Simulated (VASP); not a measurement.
# AlP (F-43m) in VASP: further runs

AlP is run at these levels: PBE, LDA, RPBE+D3(BJ); tasks: single point.

Program: VASP 6.6.1. These are calculated values, not measurements. Logs are shortened: lines on timing, memory, paths and dates and some standing lists are left out, and cuts for length are marked.

## Step 1: The cell of the first run

It takes space group F-43m (No. 216, cubic). Conventional cell: a = 5.848 Å, b = 5.848 Å, c = 5.848 Å, α = 90.00°, β = 90.00°, γ = 90.00°. Al (site symmetry -43m) has 4 P at 2.53 Å within 3.3 Å. Within 3.3 Å of P (site symmetry -43m) lie 4 Al at 2.53 Å.

## Step 2: Single point, PBE

File INCAR:

```
ALGO = Normal
EDIFF = 1E-6
ENCUT = 500
GGA = PE
GGA_COMPAT = F
ISIF = 2
ISMEAR = 0
ISYM = 0
LASPH = T
LCHARG = T
LELF = T
LREAL = F
LVHAR = T
LWAVE = F
NBANDS = 11
NELM = 120
PREC = Accurate
SIGMA = 0.01
```

File KPOINTS:

```
k-points
0
Gamma
  1 1 4
```

File POSCAR:

```
AlP
1.0
    0.0000000000      2.9240142034      2.9240142034
    2.9240142034      0.0000000000      2.9240142034
    2.9240142034      2.9240142034      0.0000000000
Al P
1 1
Direct
    0.0000000000      0.0000000000      0.0000000000
    0.7500000000      0.7500000000      0.7500000000
```

Potentials or basis: VASP PAW PBE potentials, release 64 (Al, P).

Command:

```console
> cat potpaw_PBE.64/Al/POTCAR potpaw_PBE.64/P/POTCAR > POTCAR
> mpirun -np 1 vasp_std > vasp.out
```

OUTCAR:

```text
EDIFF = 1E-6
   ENCUT = 500
   GGA = PE
   ISIF = 2
   ISMEAR = 0
   ISYM = 0
   LASPH = T
   LREAL = F
   NELM = 120
   PREC = Accurate

 ion  position               nearest neighbor table
   1  0.000  0.000  0.000-   2 2.53   2 2.53   2 2.53   2 2.53
   2  0.750  0.750  0.750-   1 2.53   1 2.53   1 2.53   1 2.53

IMPORTANT INFORMATION: All symmetrisations will be switched off!
NOSYMM: (Re-)initialisation of all symmetry stuff for point group C_1.

----------------------------------------------------------------------------------------

                                     Primitive cell

  volume of cell :      49.9998

  direct lattice vectors                    reciprocal lattice vectors
     0.000000000  2.924014203  2.924014203    -0.170997801  0.170997801  0.170997801
     2.924014203  0.000000000  2.924014203     0.170997801 -0.170997801  0.170997801
     2.924014203  2.924014203  0.000000000     0.170997801  0.170997801 -0.170997801

  length of vectors
     4.135180543  4.135180543  4.135180543     0.296176880  0.296176880  0.296176880

  position of ions in fractional coordinates (direct lattice)
     0.000000000  0.000000000  0.000000000
     0.750000000  0.750000000  0.750000000

  ion indices of the primitive-cell ions
   primitive index   ion index
                 1           1
                 2           2

----------------------------------------------------------------------------------------

 KPOINTS: k-points

Automatic generation of k-mesh.
 Grid dimensions read from file:
 generate k-points for:    1    1    4

 Generating k-lattice:

  Cartesian coordinates                     Fractional coordinates (reciprocal lattice)
    -0.170997801  0.170997801  0.170997801     1.000000000  0.000000000  0.000000000
     0.170997801 -0.170997801  0.170997801     0.000000000  1.000000000  0.000000000
     0.042749450  0.042749450 -0.042749450     0.000000000  0.000000000  0.250000000

  Length of vectors
     0.296176880  0.296176880  0.074044220

  Shift w.r.t. Gamma in fractional coordinates (k-lattice)
     0.000000000  0.000000000  0.000000000

 -----------------------------------------------------------------------------
|                                                                             |
|           W    W    AA    RRRRR   N    N  II  N    N   GGGG   !!!           |
|           W    W   A  A   R    R  NN   N  II  NN   N  G    G  !!!           |
|           W    W  A    A  R    R  N N  N  II  N N  N  G       !!!           |
|           W WW W  AAAAAA  RRRRR   N  N N  II  N  N N  G  GGG   !            |
[... 56 lines left out ...]
   NUPDOWN=      -1.0000    fix difference up-down
   EMIN   =  10.00;   EMAX   =-10.00  energy-range for DOS
   EFERMI =   0.00;   METHOD = LEGACY
   ISMEAR =     0;   SIGMA  =   0.01  broadening in eV -4-tet -1-fermi 0-gaus
   EFERMI_NEDOS =   21; number of points for ismear=-14 and -15
   IALGO  =     38    algorithm
   IMIX   =      4    mixing-type and parameters
     AMIX     =   0.40;   BMIX     =  1.00
     AMIX_MAG =   1.60;   BMIX_MAG =  1.00
  volume/ion in A,a.u.               =      25.00       168.71
  Fermi-wavevector in a.u.,A,eV,Ry     =   0.888755  1.679503 10.747042  0.789885
  Thomas-Fermi vector in A             =   2.010226
   LORBIT       =      0    0 simple, 1 ext, 2 COOP (PROOUT), +10 PAW based schemes
   GGA     = PE    functional components
   LHFCALC =     F    Hartree Fock is set to
   AEXX    =    0.0000 exact exchange contribution
   IVDW    =     0    specifies the selected vdW correction
   LEPSILON=     F    determine dielectric tensor
   LRPA    =     F    only Hartree local field effects (RPA)
 non-spin polarized calculation
 Gauss-broadening in eV      SIGMA  =   0.01
  energy-cutoff  :      500.00
  volume of cell :       50.00
 maximum number of plane-waves:      1278
 NGX is ok and might be reduce to    30
   NGX = 15   NGY = 15   NGZ = 15

 number of electron       8.0000000 magnetization

 Free energy of the ion-electron system (eV)
  ---------------------------------------------------
  ext. energy  EPLUGINS =         0.00000000
  ---------------------------------------------------
  free energy    TOTEN  =        -4.20341634 eV

  energy without entropy =       -4.20341634  energy(sigma->0) =       -4.20341634

 E-fermi :   3.6171     XC(G=0):  -8.1348

 val. band max:        3.5661668436   @ k =   0.0000   0.0000   0.0000
 cond. band min:       5.0133022642   @ k =   0.0000   0.0000   0.0000
 fundamental gap:      1.4471354206
 Fermi energy:         3.6170891113

 k-point     1 :       0.0000    0.0000    0.0000
  band No.  band energies     occupation
      1      -6.9194      2.00000
      2       3.5628      2.00000
      3       3.5662      2.00000
      4       3.5662      2.00000
      5       5.0133      0.00000
      6       7.3861      0.00000
      7       7.3861      0.00000
      8       7.3970      0.00000
      9      11.8084      0.00000
     10      11.8084      0.00000
     11      11.9610      0.00000
[... 15 lines left out ...]
 k-point     3 :       0.0000    0.0000    0.5000
  band No.  band energies     occupation
      1      -5.5586      2.00000
      2      -1.4972      2.00000
      3       2.8442      2.00000
      4       2.8442      2.00000
      5       5.2856      0.00000
      6       7.8986      0.00000
      7       7.8986      0.00000
      8      10.8497      0.00000
      9      13.6385      0.00000
     10      14.1150      0.00000
     11      14.1150      0.00000

------------------------ aborting loop because EDIFF is reached ----------------------------------------

  FORCE on cell =-STRESS in cart. coord.  units (eV):
  Direction    XX          YY          ZZ          XY          YZ          ZX
  --------------------------------------------------------------------------------------
  -------------------------------------------------------------------------------------
  Total        0.3442563      0.3442544      0.3442551     -1.4916081      1.4916071      1.4916074
  in kB       11.0312327     11.0311733     11.0311942    -47.7965860     47.7965545     47.7965635
  external PRESSURE =      11.0312001 kB  Pullay stress =       0.0000000 kB

 VOLUME and BASIS-vectors are now :
 -----------------------------------------------------------------------------
  energy-cutoff  :      500.00
  volume of cell :       50.00
      direct lattice vectors                 reciprocal lattice vectors
     0.000000000  2.924014203  2.924014203    -0.170997801  0.170997801  0.170997801
     2.924014203  0.000000000  2.924014203     0.170997801 -0.170997801  0.170997801
     2.924014203  2.924014203  0.000000000     0.170997801  0.170997801 -0.170997801

 POSITION                                       TOTAL-FORCE (eV/Angst)
 -----------------------------------------------------------------------------------
      0.00000      0.00000      0.00000         0.121734      0.121734     -0.121734
      4.38602      4.38602      4.38602        -0.121734     -0.121734      0.121734
 -----------------------------------------------------------------------------------
    total drift:                               -0.000039     -0.000040      0.000039

  FREE ENERGIE OF THE ION-ELECTRON SYSTEM (eV)
  ---------------------------------------------------
  free  energy   TOTEN  =        -4.2034163361 eV

  energy  without entropy=       -4.2034163361  energy(sigma->0) =       -4.20341634
```

Wall time 3.4 s (1 thread of Intel Xeon Platinum 8488C (Sapphire Rapids), shared host); peak memory 0.15 GiB.

The run converged, but its numbers aren't listed here, since they failed a check.

Caveat: the k points lie up to 1.86 Å⁻¹ apart.

## Step 3: Single point, PBE

This run uses another cell than the first one, of 20.49 Å³/atom, 0.820 times its volume.

File INCAR:

```
PREC = Accurate
ENCUT = 500
EDIFF = 1E-6
ISMEAR = 0
SIGMA = 0.1
LREAL = F
LASPH = T
NELM = 120
ALGO = Normal
ISIF = 2
LWAVE = F
LCHARG = F
GGA = PE
NBANDS = 11
GGA_COMPAT = F
```

File KPOINTS:

```
regular mesh
0
Gamma
  2 2 2
```

File POSCAR:

```
AlP
1.0
    0.0000000000      2.7364837130      2.7364837130
    2.7364837130      0.0000000000      2.7364837130
    2.7364837130      2.7364837130      0.0000000000
Al P
1 1
Direct
    0.0000000000      0.0000000000      0.0000000000
    0.7500000000      0.7500000000      0.7500000000
```

Potentials or basis: VASP PAW PBE potentials, release 64 (Al, P).

Command:

```console
> cat potpaw_PBE.64/Al/POTCAR potpaw_PBE.64/P/POTCAR > POTCAR
> mpirun -np 1 vasp_std > vasp.out
```

It took 4.1 s on 1 thread of Intel Xeon Platinum 8488C (Sapphire Rapids), shared host; peak memory 0.14 GiB.

The run converged. Its results:

* Free energy: -8.5524 eV
* Pressure: 7.5 GPa
* Band gap on the k mesh: 1.39 eV, indirect (least direct gap 3.21 eV)

Levels at points of the mesh, in eV from the valence-band top:
| k point | band 1 | band 2 | band 3 | band 4 | band 5 | band 6 | band 7 | band 8 |
| --- | --- | --- | --- | --- | --- | --- | --- | --- |
| (0.00, 0.00, 0.00) | -11.51 | 0.00 | 0.00 | 0.00 | 3.21 | 4.32 | 4.32 | 4.32 |
| (0.50, 0.00, 0.00) | -9.78 | -5.65 | -0.79 | -0.79 | 2.64 | 4.59 | 4.59 | 8.15 |
| (0.50, 0.50, 0.00) | -9.09 | -5.44 | -2.17 | -2.17 | 1.39 | 2.29 | 10.88 | 10.88 |

Caveat: the k points lie up to 0.99 Å⁻¹ apart. As with any semilocal functional, this PBE gap is likely too small.

## Step 4: Single point, PBE

This run uses another cell than the first one, of 20.49 Å³/atom, 0.820 times its volume.

INCAR is that of step 3.

File KPOINTS:

```
regular mesh
0
Gamma
  3 3 3
```

POSCAR is that of step 3.

Command:

```console
> cat potpaw_PBE.64/Al/POTCAR potpaw_PBE.64/P/POTCAR > POTCAR
> mpirun -np 1 vasp_std > vasp.out
```

Wall time 3.3 s (1 thread of Intel Xeon Platinum 8488C (Sapphire Rapids), shared host); peak memory 0.14 GiB.

It converged, with:

```
Free energy            : -9.9987 eV
Pressure               : 2.9 GPa
Band gap on the k mesh : 2.16 eV, indirect (least direct gap 3.23 eV)
```

Levels at points of the mesh, in eV from the valence-band top:
| k point | band 1 | band 2 | band 3 | band 4 | band 5 | band 6 | band 7 | band 8 |
| --- | --- | --- | --- | --- | --- | --- | --- | --- |
| (0.00, 0.00, 0.00) | -11.48 | 0.00 | 0.00 | 0.00 | 3.23 | 4.48 | 4.48 | 4.48 |

Caveat: the k points lie up to 0.66 Å⁻¹ apart. PBE gaps usually lie below the measured ones, often by a third to a half.

## Step 5: Single point, LDA

This run uses another cell than the first one, of 16.41 Å³/atom, 0.657 times its volume.

File INCAR:

```
  ALGO = Normal
  EDIFF = 1E-6
  ENCUT = 500
  GGA = CA
  GGA_COMPAT = F
  ISIF = 2
  ISMEAR = 0
  LASPH = T
  LCHARG = T
  LELF = T
  LREAL = F
  LVHAR = T
  LWAVE = F
  NBANDS = 11
  NELM = 120
  PREC = Accurate
  SIGMA = 0.1
```

File KPOINTS:

```
k-points
0
Gamma
  4 4 4
```

File POSCAR:

```
AlP
1.0
    0.0000000000      2.5413844778      2.5413844778
    2.5413844778      0.0000000000      2.5413844778
    2.5413844778      2.5413844778      0.0000000000
Al P
1 1
Direct
    0.0000000000      0.0000000000      0.0000000000
    0.7500000000      0.7500000000      0.7500000000
```

Potentials or basis: VASP PAW LDA potentials, release 64 (Al, P).

Command:

```console
> cat potpaw_LDA.64/Al/POTCAR potpaw_LDA.64/P/POTCAR > POTCAR
> mpirun -np 1 vasp_std > vasp.out
```

Run time: 3.8 s. Hardware: 1 thread of Intel Xeon Platinum 8488C (Sapphire Rapids), shared host; peak memory 0.13 GiB.

It converged, with:

```
Free energy            : -10.7533 eV
Pressure               : 28.1 GPa
Band gap on the k mesh : 0.90 eV, indirect (least direct gap 3.51 eV)
```

Levels at points of the mesh, in eV from the valence-band top:
| k point | band 1 | band 2 | band 3 | band 4 | band 5 | band 6 | band 7 | band 8 | band 9 |
| --- | --- | --- | --- | --- | --- | --- | --- | --- | --- |
| (0.00, 0.00, 0.00) | -12.89 | 0.00 | 0.00 | 0.00 | 4.72 | 4.72 | 4.72 | 5.01 | 8.99 |
| (0.50, 0.00, 0.00) | -10.59 | -6.67 | -0.90 | -0.90 | 3.46 | 4.69 | 4.69 | 8.57 | 12.16 |
| (0.50, 0.50, 0.00) | -9.67 | -6.19 | -2.60 | -2.60 | 0.90 | 2.15 | 12.56 | 12.56 | 13.14 |

Caveat: the k points lie up to 0.54 Å⁻¹ apart. A hybrid or GW would open this gap; LDA tends to underestimate it.

## Step 6: Single point, RPBE+D3(BJ), collinear spin, zero start

This run uses another cell than the first one, of 20.49 Å³/atom, 0.820 times its volume.

File INCAR:

```
PREC = Accurate ; ENCUT = 500
EDIFF = 1E-6 ; ISMEAR = 0
SIGMA = 0.1 ; LREAL = F
LASPH = T ; NELM = 200
ALGO = Normal ; ISIF = 2
LWAVE = F ; LCHARG = F
ISPIN = 2 ; MAGMOM = 0 0
LORBIT = 11 ; GGA = RP
IVDW = 12 ; NBANDS = 15
GGA_COMPAT = F
```

File KPOINTS:

```
Automatic mesh
0
Gamma
  2 2 2
```

File POSCAR:

```
AlP
1.0
    0.0000000000      2.7364837130      2.7364837130
    2.7364837130      0.0000000000      2.7364837130
    2.7364837130      2.7364837130      0.0000000000
Al P
1 1
Direct
    0.0000000000      0.0000000000      0.0000000000
    0.7500000000      0.7500000000      0.7500000000
```

Potentials or basis: VASP PAW PBE potentials, release 64 (Al, P).

Command:

```console
> cat potpaw_PBE.64/Al/POTCAR potpaw_PBE.64/P/POTCAR > POTCAR
> mpirun -np 1 vasp_std > vasp.out
```

Wall time 6.2 s (1 thread of Intel Xeon Platinum 8488C (Sapphire Rapids), shared host); peak memory 0.16 GiB.

Results (log left out):

* Free energy: -10.4136 eV
* Pressure: -1.2 GPa
* Band gap on the k mesh: 1.55 eV, indirect (least direct gap 3.40 eV)
* Net moment: 0.00 μB per cell
* Valence electrons inside the program's atomic spheres: Al 0.75; P 2.69
* Dispersion energy per atom: -1.182 eV

Levels at points of the mesh, in eV from the valence-band top:
Spin up:
```tsv
k point	band 1	band 2	band 3	band 4	band 5	band 6	band 7	band 8
(0.00, 0.00, 0.00)	-11.47	0.00	0.00	0.00	3.40	4.38	4.38	4.38
(0.50, 0.00, 0.00)	-9.76	-5.58	-0.79	-0.79	2.78	4.65	4.65	8.41
(0.50, 0.50, 0.00)	-9.07	-5.39	-2.15	-2.15	1.55	2.41	10.99	10.99
```
Spin down:
```
           k point  band 2  band 3  band 4  band 5  band 6  band 7
(0.00, 0.00, 0.00)    0.00    0.00    0.00    3.40    4.38    4.38
(0.50, 0.00, 0.00)   -5.58   -0.79   -0.79    2.78    4.65    4.65
(0.50, 0.50, 0.00)   -5.39   -2.15   -2.15    1.55    2.41   10.99
```

Caveat: the k points lie up to 0.99 Å⁻¹ apart; the PAW data sets were made with another functional, which shifts forces and pressure a little.

## Step 7: The runs side by side

| level | potentials or basis | spin | cell | k mesh | gap on the mesh (eV) | pressure (GPa) |
| --- | --- | --- | --- | --- | --- | --- |
| PBE | VASP PAW PBE potentials, release 64 (Al, P) | off | a = 3.870 Å, angles 60.0°, 2 atoms | 2 × 2 × 2 | 1.39 | 7.5 |
| PBE | VASP PAW PBE potentials, release 64 (Al, P) | off | a = 3.870 Å, angles 60.0°, 2 atoms | 3 × 3 × 3 | 2.16 | 2.9 |
| LDA | VASP PAW LDA potentials, release 64 (Al, P) | off | a = 3.594 Å, angles 60.0°, 2 atoms | 4 × 4 × 4 | 0.90 | 28.1 |
| RPBE+D3(BJ) | VASP PAW PBE potentials, release 64 (Al, P) | collinear, zero start | a = 3.870 Å, angles 60.0°, 2 atoms | 2 × 2 × 2 | 1.55 | -1.2 |

Alike in all rows: task single point; cutoff (eV) 500; smearing gaussian 0.1 eV.

Caveats: all runs use coarse meshes; the PAW data sets were made with another functional, which shifts forces and pressure a little (some runs).

Total energies depend on the potentials used, so only differences within one code and one set of settings carry meaning.
